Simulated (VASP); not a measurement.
# Si16O31 (a cell with a defect) in VASP: further runs

Si16O31 (a cell with a defect) is run at these levels: PBE; tasks: single point.

Program: VASP 6.6.1. These are calculated values, not measurements. Logs are shortened: lines on timing, memory, paths and dates and some standing lists are left out, and cuts for length are marked.

## (1) The cell of the first run

The cell holds a defect, 47 atoms: a = 10.067 Å, b = 8.755 Å, c = 8.212 Å, α = 90.00°, β = 90.00°, γ = 90.00°.

## (2) Single point, PBE

Input file INCAR:

```
PREC = Accurate
ENCUT = 520
EDIFF = 1E-6
ISMEAR = 0
SIGMA = 0.05
LREAL = Auto
LASPH = True
NELM = 120
ALGO = Normal
ISIF = 2
LWAVE = False
LCHARG = True
GGA = PE
LVHAR = True
NBANDS = 154
NELECT = 252.0
GGA_COMPAT = False
KPAR = 2
NCORE = 2
```

Input file KPOINTS:

```
regular mesh
0
Gamma
  2 2 2
```

Input file POSCAR:

```
Si16O31
1.0
  -10.0670000000      0.0000000000      0.0000000000
    0.0000000000     -8.7549000000      0.0000000000
    0.0000000000      0.0000000000      8.2118000000
Si O
16 31
Direct
    0.4479007649      0.3212828245      0.5628858472
    0.5019021556      0.6772902032      0.0413378309
    0.4943993245      0.3192436236      0.9395831608
    0.5136835204      0.6605684817      0.4378623444
    0.2623781663      0.8196381455      0.5746958036
    0.2461938015      0.1494164411      0.0637262232
    0.2973016788      0.7916624976      0.9664326944
    0.1900335750      0.1591400244      0.4392535132
    0.9521482070      0.3508002376      0.5643448452
    0.0560915864      0.6980510343      0.0433274069
    0.0211764180      0.3517293173      0.9345989917
    1.0118819907      0.6755775623      0.4228596654
    0.7629135790      0.8367569018      0.5674385640
    0.7628361975      0.1683240243      0.0623698824
    0.7715300487      0.8213274852      0.9474636499
    0.7111560544      0.1765586129      0.4398172143
    0.5000449985      0.6434277947      0.2455656494
    0.4466734876      0.2797556797      0.7541641297
    0.4823523393      0.4985541811      0.5302394116
    0.5040549320      0.4999323807     -0.0411729462
    0.5545427635      0.2107310192      0.4705280207
    0.4696295818      0.8353062856      0.9326478969
    0.3894655806      0.2390102685      0.0655293602
    0.6646393166      0.7082956973      0.4911297158
    0.1779026522      0.1691804589      0.2436292896
    0.2471455250      0.8015656375      0.7662803527
    0.2239912586     -0.0086066089      0.5087997759
    0.2558898381     -0.0280842728      0.0291038506
    0.4132772425      0.7900293550      0.5093663996
    0.1505911394      0.2388488732      0.9326573955
    0.3003638621      0.2844112440      0.4944288706
   -0.0005464389      0.7290705776      0.2370766458
   -0.0111923115      0.4038498441      0.7471995178
    0.9703961458      0.4949194166      0.4427198665
    0.0463781663      0.5018771202      0.0415626294
    0.0453125062      0.2076621092      0.5109217224
    0.9207001093      0.7521830061      0.9376250030
    0.8969238105      0.2489560132     -0.0028097372
    0.1641469157      0.6952233606      0.4867944909
    0.7477343797      0.2169667272      0.2531861468
    0.7342422767      0.8663652355      0.7575459704
    0.7410370518     -0.0019309187      0.4717142405
    0.7734051853     -0.0148488275      0.0477878175
    0.9150115228      0.7801850392      0.5377652890
    0.6379145724      0.2353750471      0.9615295063
    0.6731343995      0.7012434180      0.0324646241
    0.7988244760      0.2881060892      0.5583445773
```

Potentials or basis: VASP PAW PBE potentials, release 64 (Si, O).

On the command line:

```
cat potpaw_PBE.64/Si/POTCAR potpaw_PBE.64/O/POTCAR > POTCAR
mpirun -np 4 vasp_std > vasp.out
```

OUTCAR:

```text
PREC = Accurate
   ENCUT = 520
   EDIFF = 1E-6
   ISMEAR = 0
   LREAL = Auto
   LASPH = True
   NELM = 120
   ISIF = 2
   GGA = PE
   NELECT = 252.0

 ion  position               nearest neighbor table
   1  0.448  0.321  0.563-  18 1.61  19 1.61  31 1.62  21 1.63  16 3.11   8 3.13   3 3.13
   2  0.502  0.677  0.041-  22 1.68  20 1.69  17 1.70  46 1.74   7 2.37  15 3.09
   3  0.494  0.319  0.940-  20 1.59  45 1.63  18 1.63  23 1.64   6 3.08   1 3.13
   4  0.514  0.661  0.438-  17 1.59  29 1.63  24 1.64  19 1.64   5 3.10  13 3.13
   5  0.262  0.820  0.575-  26 1.59  29 1.63  39 1.64  27 1.64  12 3.08   4 3.10
   6  0.246  0.149  0.064-  28 1.58  25 1.64  23 1.64  30 1.64  11 3.06   3 3.08   8 3.14
   7  0.297  0.792  0.966-  28 1.71  26 1.72  22 1.80   2 2.37  10 2.64
   8  0.190  0.159  0.439-  27 1.61  25 1.61  31 1.63  36 1.63   9 3.10   1 3.13   6 3.14
   9  0.952  0.351  0.564-  33 1.61  34 1.62  36 1.63  47 1.64  16 3.04   8 3.10  11 3.12  12 3.13

  10  0.056  0.698  0.043-  37 1.68  32 1.71  35 1.72   7 2.64
  11  0.021  0.352  0.935-  35 1.60  38 1.62  30 1.64  33 1.64   6 3.06   9 3.12
  12  0.012  0.676  0.423-  32 1.60  39 1.63  44 1.64  34 1.64   5 3.08  13 3.11   9 3.13
  13  0.763  0.837  0.567-  41 1.61  24 1.62  44 1.63  42 1.63  12 3.11  15 3.12   4 3.13
  14  0.763  0.168  0.062-  43 1.61  38 1.61  45 1.62  40 1.63  16 3.14
  15  0.772  0.821  0.947-  46 1.60  37 1.62  41 1.65  43 1.65   2 3.09  13 3.12
  16  0.711  0.177  0.440-  42 1.61  40 1.62  21 1.62  47 1.64   9 3.04   1 3.11  14 3.14
  17  0.500  0.643  0.246-   4 1.59   2 1.70
  18  0.447  0.280  0.754-   1 1.61   3 1.63
  19  0.482  0.499  0.530-   1 1.61   4 1.64
  20  0.504  0.500  0.959-   3 1.59   2 1.69
  21  0.555  0.211  0.471-  16 1.62   1 1.63
  22  0.470  0.835  0.933-   2 1.68   7 1.80
[... 23 lines left out ...]
  46  0.673  0.701  0.032-  15 1.60   2 1.74
  47  0.799  0.288  0.558-  16 1.64   9 1.64

  LATTYP: Found a simple orthorhombic cell.
 ALAT       =     8.2118000000
 B/A-ratio  =     1.0661365352
 C/A-ratio  =     1.2259187998

  Lattice vectors:

 A1 = (   0.0000000000,   0.0000000000,  -8.2118000000)
 A2 = (   0.0000000000,  -8.7549000000,   0.0000000000)
 A3 = ( -10.0670000000,   0.0000000000,   0.0000000000)

Analysis of symmetry for initial positions (statically):
=====================================================================
 Subroutine PRICEL returns:
 Original cell was already a primitive cell.

 Routine SETGRP: Setting up the symmetry group for a
 simple orthorhombic supercell.

 Subroutine GETGRP returns: Found  1 space group operations
 (whereof  1 operations were pure point group operations)
 out of a pool of  8 trial point group operations.

The static configuration has the point symmetry C_1 .

Analysis of symmetry for dynamics (positions and initial velocities):
=====================================================================
 Subroutine PRICEL returns:
 Original cell was already a primitive cell.

 Routine SETGRP: Setting up the symmetry group for a
 simple orthorhombic supercell.

 Subroutine GETGRP returns: Found  1 space group operations
 (whereof  1 operations were pure point group operations)
 out of a pool of  8 trial point group operations.

The dynamic configuration has the point symmetry C_1 .

 Subroutine INISYM returns: Found  1 space group operations
 (whereof  1 operations are pure point group operations),
 and found     1 'primitive' translations

----------------------------------------------------------------------------------------

                                     Primitive cell

  volume of cell :     723.7517

  direct lattice vectors                    reciprocal lattice vectors
   -10.067000000  0.000000000  0.000000000    -0.099334459  0.000000000  0.000000000
     0.000000000 -8.754900000  0.000000000     0.000000000 -0.114221750  0.000000000
     0.000000000  0.000000000  8.211800000     0.000000000  0.000000000  0.121775981

  length of vectors
[... 48 lines left out ...]
   IALGO  =     38    algorithm
   IMIX   =      4    mixing-type and parameters
     AMIX     =   0.40;   BMIX     =  1.00
     AMIX_MAG =   1.60;   BMIX_MAG =  1.00
  volume/ion in A,a.u.               =      15.40       103.92
  Fermi-wavevector in a.u.,A,eV,Ry     =   1.151715  2.176426 18.047423  1.326448
  Thomas-Fermi vector in A             =   2.288371
   LORBIT       =      0    0 simple, 1 ext, 2 COOP (PROOUT), +10 PAW based schemes
   GGA     = PE    functional components
   LHFCALC =     F    Hartree Fock is set to
   AEXX    =    0.0000 exact exchange contribution
   IVDW    =     0    specifies the selected vdW correction
   LEPSILON=     F    determine dielectric tensor
   LRPA    =     F    only Hartree local field effects (RPA)
 non-spin polarized calculation
 Gauss-broadening in eV      SIGMA  =   0.05
  energy-cutoff  :      520.00
  volume of cell :      723.75
 maximum number of plane-waves:     19527
 NGX is ok and might be reduce to    80
   NGX = 37   NGY = 33   NGZ = 31

 number of electron     251.9999993 magnetization

 Free energy of the ion-electron system (eV)
  ---------------------------------------------------
  ext. energy  EPLUGINS =         0.00000000
  ---------------------------------------------------
  free energy    TOTEN  =      -359.45054849 eV

  energy without entropy =     -359.45054849  energy(sigma->0) =     -359.45054849

 E-fermi :   4.2133     XC(G=0):  -8.1881

 val. band max:        3.9015684645   @ k =   0.0000   0.5000   0.0000
 cond. band min:       5.3171629308   @ k =   0.0000   0.0000   0.0000
 fundamental gap:      1.4155944664
 Fermi energy:         4.2132660123

 k-point     1 :       0.0000    0.0000    0.0000
  band No.  band energies     occupation
      1     -19.8213      2.00000
      2     -19.3616      2.00000
      3     -19.3340      2.00000
      4     -19.2456      2.00000
      5     -19.1057      2.00000
      6     -18.8351      2.00000
[... 130 lines left out ...]
    137       8.3344      0.00000
    138       8.4542      0.00000

 k-point     2 :       0.5000    0.0000    0.0000
  band No.  band energies     occupation
      1     -19.7307      2.00000
      2     -19.6375      2.00000
      3     -19.1623      2.00000
      4     -19.0754      2.00000
      5     -19.0410      2.00000
      6     -18.9963      2.00000
[... 976 lines left out ...]
    137       8.3305      0.00000
    138       8.4150      0.00000
 [bands above 138 left out]

------------------------ aborting loop because EDIFF is reached ----------------------------------------

  FORCE on cell =-STRESS in cart. coord.  units (eV):
  Direction    XX          YY          ZZ          XY          YZ          ZX
  --------------------------------------------------------------------------------------
  -------------------------------------------------------------------------------------
  Total       16.2778298     10.7369762     18.9324511     -1.0798675     -3.4438608     -0.7012844
  in kB       36.0344140     23.7685643     41.9109788     -2.3905147     -7.6237131     -1.5524412
  external PRESSURE =      33.9046524 kB  Pullay stress =       0.0000000 kB

 VOLUME and BASIS-vectors are now :
 -----------------------------------------------------------------------------
  energy-cutoff  :      520.00
  volume of cell :      723.75
      direct lattice vectors                 reciprocal lattice vectors
   -10.067000000  0.000000000  0.000000000    -0.099334459  0.000000000  0.000000000
     0.000000000 -8.754900000  0.000000000     0.000000000 -0.114221750  0.000000000
     0.000000000  0.000000000  8.211800000     0.000000000  0.000000000  0.121775981

 POSITION                                       TOTAL-FORCE (eV/Angst)
 -----------------------------------------------------------------------------------
     -4.50902     -2.81280      4.62231         0.026342     -0.001428     -0.002410
     -5.05265     -5.92961      0.33946        -0.015069      0.079068      0.040122
     -4.97712     -2.79495      7.71567        -0.009380      0.028657     -0.007989
     -5.17125     -5.78321      3.59564        -0.022964      0.008518      0.026536
     -2.64136     -7.17585      4.71929        -0.006954     -0.044865     -0.028506
     -2.47843     -1.30813      0.52331         0.003709     -0.009778      0.015321
[... 39 lines left out ...]
     -6.77644     -6.13932      0.26659         0.064957      0.033510      0.027955
     -8.04177     -2.52234      4.58501        -0.007950      0.004508     -0.002002
 -----------------------------------------------------------------------------------
    total drift:                               -0.000789      0.018671     -0.017180

  FREE ENERGIE OF THE ION-ELECTRON SYSTEM (eV)
  ---------------------------------------------------
  free  energy   TOTEN  =      -359.4505484857 eV

  energy  without entropy=     -359.4505484857  energy(sigma->0) =     -359.45054849
```

It took 10 min on 4 MPI ranks of Intel Xeon Platinum 8488C (Sapphire Rapids), shared host; peak memory 0.61 GiB.

Results:

```
Free energy   : -359.4505 eV
Largest force : 0.092 eV/Å
```

Forces in eV/Å, atoms in the order of the input:
```
Si   0.026 -0.001 -0.002
Si  -0.015  0.079  0.040
Si  -0.009  0.029 -0.008
Si  -0.023  0.009  0.027
Si  -0.007 -0.045 -0.029
Si   0.004 -0.010  0.015
Si   0.083 -0.001  0.006
Si   0.024 -0.003  0.014
Si   0.022 -0.008  0.003
Si  -0.016 -0.004  0.006
Si   0.020 -0.004 -0.010
Si   0.009  0.016  0.011
Si  -0.006 -0.022 -0.026
Si  -0.026 -0.022  0.004
Si  -0.030 -0.053 -0.021
Si   0.016  0.009 -0.012
O    0.005 -0.001 -0.047
O   -0.003 -0.012  0.014
O   -0.012 -0.004 -0.013
O   -0.004 -0.040  0.016
O   -0.005 -0.016  0.007
O   -0.042 -0.068 -0.045
O   -0.002  0.002 -0.020
O    0.010 -0.011  0.014
O   -0.011  0.018 -0.018
O   -0.018  0.004  0.056
O   -0.008  0.026  0.001
O   -0.002  0.032 -0.002
O    0.007  0.025 -0.004
O   -0.009  0.002  0.003
O    0.001  0.012 -0.004
O   -0.022 -0.002 -0.055
O   -0.001  0.022  0.014
O   -0.003 -0.015  0.015
O   -0.004 -0.020  0.007
O   -0.009 -0.016  0.001
O   -0.014 -0.003 -0.003
O    0.001  0.002  0.003
O    0.001 -0.008  0.001
O    0.013  0.020 -0.014
O   -0.004  0.022  0.033
O   -0.005 -0.001  0.018
O    0.007  0.020 -0.023
O    0.000  0.013 -0.013
O    0.004 -0.011  0.011
O    0.065  0.034  0.028
O   -0.008  0.005 -0.002
```

Caveat: the cell carries a net charge on a neutralising background, which shifts energy and pressure; the cell is charged against a uniform background, so pressure and absolute levels hang on convention.

## (3) Single point, PBE

Input file INCAR:

```
SYSTEM = Si16O31
PREC = Accurate
ENCUT = 520
EDIFF = 1E-6
ISMEAR = 0
SIGMA = 0.05
LREAL = Auto
LASPH = .True.
NELM = 120
ALGO = Normal
ISIF = 2
LWAVE = .False.
LCHARG = .False.
GGA = PE
NBANDS = 154
NELECT = 252.0
GGA_COMPAT = .False.
KPAR = 2
NCORE = 2
```

Input file KPOINTS:

```
Automatic mesh
0
Gamma
  2 2 2
  0 0 0
```

Input file POSCAR:

```
Si16O31
1.0
  -10.0670000000      0.0000000000      0.0000000000
    0.0000000000     -8.7549000000      0.0000000000
    0.0000000000      0.0000000000      8.2118000000
Si O
16 31
Direct
    0.4268439456      0.3239968475      0.5594377603
    0.5613954505      0.6602748175      0.0633914611
    0.5264873349      0.3204245622      0.9308263718
    0.4885040230      0.6607759083      0.4396955600
    0.2410779776      0.8241019315      0.5611354392
    0.2662686004      0.1745824624      0.0587046689
    0.3017215655      0.8243823459      0.9450764753
    0.1768097745      0.1599015409      0.4326491147
    0.9325083938      0.3303902957      0.5455616308
    0.0508366941      0.6302561994      0.0911426240
    0.0259140757      0.3830300746      0.9084127719
    0.9883731996      0.6783012941      0.4346891059
    0.7342189331      0.8365776879      0.5849102511
    0.7874971690      0.1754012039      0.0564409752
    0.8161622132      0.8292733212      0.9563747290
    0.6802444621      0.1682053479      0.4285323559
    0.5192628390      0.6291985060      0.2504823547
    0.4739842058      0.3047778958      0.7455034219
    0.4313988279      0.5033861038      0.5141273533
    0.5668897388      0.4970802636     -0.0312449159
    0.5246417006      0.2235353916      0.4422899973
    0.4572297606      0.7737605227      0.9754399766
    0.4089854972      0.2670798067      0.0528972941
    0.6227592133      0.7080994643      0.5364739765
    0.2351247641      0.1574151618      0.2512969142
    0.2849584782      0.8161229711      0.7485500134
    0.1825783252     -0.0103020023      0.5102849558
    0.2943602861      0.0036183166     -0.0089370175
    0.3754162114      0.7927230465      0.4530288122
    0.1515966028      0.2552159362      0.9572468886
    0.2733102215      0.2703462061      0.5422129131
   -0.0007981524      0.7508872746      0.2546880099
   -0.0238636138      0.2922026522      0.7278070581
    0.9393629681      0.5044255217      0.4755818456
    0.2024751167      0.7160494123      0.0421143964
    0.0243860137      0.2196023941      0.4275885920
    0.9509577829      0.7330602291      0.9507226187
    0.9005106785      0.3014534718      0.0306991159
    0.1305204132      0.6942641264      0.5313362478
    0.7270925797      0.1715754606      0.2418486812
    0.7395322340      0.8516100698      0.7806421247
    0.6849124863     -0.0033352751      0.5034429723
    0.8398251714      0.0029943232      0.0211102316
    0.8795161418      0.7902225040      0.5245398086
    0.6562509188      0.2122880901      0.9430491488
    0.7057779875      0.7408146295      0.0708082272
    0.7735467369      0.2861840798      0.5279674371
```

Potentials or basis: VASP PAW PBE potentials, release 64 (Si, O).

On the command line:

```
cat potpaw_PBE.64/Si/POTCAR potpaw_PBE.64/O/POTCAR > POTCAR
mpirun -np 4 vasp_std > vasp.out
```

Wall time 17 min (4 MPI ranks of AMD EPYC 7R43 (Zen 3), shared host); peak memory 0.56 GiB.

Results (log left out):

* Free energy: -359.2335 eV
* Largest force: 0.199 eV/Å

Forces in eV/Å, atoms in the order of the input:
```
Si   0.055  0.000 -0.018
Si  -0.004 -0.141 -0.022
Si  -0.023 -0.013 -0.012
Si   0.048 -0.016 -0.080
Si  -0.016 -0.039 -0.013
Si   0.019  0.044 -0.053
Si  -0.114 -0.016 -0.091
Si   0.014 -0.009  0.013
Si   0.054 -0.007 -0.016
Si  -0.077  0.133  0.067
Si   0.003  0.010 -0.083
Si   0.041 -0.086  0.149
Si   0.093 -0.082  0.113
Si  -0.157 -0.122 -0.006
Si  -0.017 -0.031 -0.010
Si   0.030 -0.053 -0.009
O   -0.006  0.131 -0.025
O    0.067  0.029 -0.003
O   -0.041 -0.074  0.118
O   -0.036 -0.002 -0.028
O   -0.053 -0.103  0.021
O    0.074  0.090  0.068
O    0.041 -0.084 -0.012
O   -0.040 -0.031  0.017
O    0.009  0.055 -0.042
O    0.010 -0.064 -0.014
O   -0.014  0.017  0.118
O   -0.016 -0.087  0.035
O   -0.033 -0.039 -0.044
O   -0.045 -0.066  0.037
O   -0.032  0.115 -0.044
O    0.015  0.057  0.058
O    0.081  0.085 -0.056
O   -0.027  0.003 -0.080
O    0.154  0.018  0.045
O    0.037 -0.100  0.017
O    0.012 -0.034 -0.056
O    0.077  0.026  0.048
O    0.028  0.078 -0.058
O    0.086  0.032 -0.083
O    0.016  0.094  0.031
O   -0.097  0.076  0.009
O    0.020  0.000  0.010
O   -0.087  0.044 -0.028
O   -0.032  0.086 -0.019
O   -0.030 -0.019 -0.024
O   -0.087  0.095  0.056
```

Levels at points of the mesh, in eV from the Fermi level:
| k point | band 122 | band 123 | band 124 | band 125 | band 126 | band 127 | band 128 | band 129 | band 130 | band 131 |
| --- | --- | --- | --- | --- | --- | --- | --- | --- | --- | --- |
| (0.00, 0.00, 0.00) | -4.89 | -4.64 | -4.59 | -3.48 | -0.31 | 0.44 | 1.76 | 2.13 | 2.51 | 2.67 |
| (0.50, 0.00, 0.00) | -4.95 | -4.64 | -4.59 | -3.47 | -0.31 | 0.70 | 1.26 | 2.27 | 2.74 | 2.85 |
| (0.00, 0.50, 0.00) | -4.83 | -4.65 | -4.59 | -3.40 | -0.35 | 1.12 | 1.18 | 2.01 | 2.37 | 2.63 |
| (0.50, 0.50, 0.00) | -4.86 | -4.65 | -4.59 | -3.40 | -0.34 | 1.31 | 1.50 | 1.75 | 1.83 | 2.47 |
| (0.00, 0.00, 0.50) | -4.91 | -4.74 | -4.71 | -3.46 | -0.42 | 1.17 | 1.49 | 1.91 | 2.62 | 2.71 |
| (0.50, 0.00, 0.50) | -4.98 | -4.74 | -4.72 | -3.45 | -0.41 | 1.36 | 1.45 | 1.89 | 2.37 | 2.57 |
| (0.00, 0.50, 0.50) | -4.85 | -4.73 | -4.71 | -3.39 | -0.41 | 1.69 | 1.79 | 1.99 | 2.01 | 2.08 |
| (0.50, 0.50, 0.50) | -4.87 | -4.73 | -4.72 | -3.39 | -0.41 | 1.77 | 1.97 | 2.02 | 2.24 | 2.26 |

Caveat: the cell carries a net charge on a neutralising background, which shifts energy and pressure; the cell is charged against a uniform background, so pressure and absolute levels hang on convention.
